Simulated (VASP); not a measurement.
Rh, 4 atoms in the cell. The structure is hexagonal, space group P6_3/mmc (No. 194). Conventional cell: a = 2.756 Å, b = 2.756 Å, c = 8.570 Å, α = 90.00°, β = 90.00°, γ = 120.00°. Within 3.5 Å of Rh (site symmetry -3m) lie 12 Rh at 2.67 to 2.76 Å. Within 3.5 Å of Rh (site symmetry -6m2) lie 12 Rh at 2.67 to 2.76 Å.  This cell differs from its parent crystal: biaxial strain in the a-b plane: +3.0 %.

* Program: VASP 6.6.1
* Task: single point
* Functional: PBEsol
* Potentials or basis: VASP PAW PBE potentials, release 64 (Rh_pv)
* Cutoff: 520 eV
* k mesh: 24 × 24 × 6
* Occupations: gaussian, width 0.1 eV
* Spin: no spin polarisation
* Dipole correction: no
* Further INCAR settings: ALGO = Fast; EDIFF = 1e-07; NBANDS = 38

Potentials or basis: VASP PAW PBE potentials, release 64 (Rh_pv).

Run with:

```console
$ cat potpaw_PBE.64/Rh_pv/POTCAR > POTCAR
$ mpirun -np 1 vasp_std > vasp.out
```

Hardware: 1 thread of Intel Xeon 6975P-C (shared host).

Question: How long does it take, and how much memory?

Answer: Run time: 5.8 min on 1 thread of Intel Xeon 6975P-C (shared host), peak memory 0.44 GiB. Counts: scf iterations 18, k points 244.
